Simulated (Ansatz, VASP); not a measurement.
**Y in VASP and in Ansatz**

```
CELL_PARAMETERS angstrom
3.68085 0.00000 0.00000
-1.84042 3.18771 0.00000
0.00000 0.00000 5.72065
ATOMIC_POSITIONS crystal
Y 0.33333 0.66667 0.25000
Y 0.66667 0.33333 0.75000
```

Alike in both runs: task single point; functional r2SCAN; k mesh 10 × 10 × 6; no spin polarisation.

|  | VASP | Ansatz |
| --- | --- | --- |
| version | VASP 6.6.1 | Ansatz 0.2.0 |
| potentials or method | VASP PAW PBE potentials, release 64 (Y_sv), cutoff 520 eV | plane waves (500 eV) with PAW, scalar-relativistic |
| occupations | methfessel-paxton of order 1, width 0.01 eV | cold, width 0.01 eV |
| valence electrons in the cell | 22 | 22 |

Ansatz gave:

```
pressure (GPa)                                                : -0.3
traceless stress, the component that is largest in VASP (GPa) : -0.47
```

**Question.** Which values does VASP return?

**Answer.** Pressure (GPa): -0.3; traceless stress, the component that is largest in VASP (GPa): -0.45.

VASP's potentials were made for PBE, not for r2SCAN.
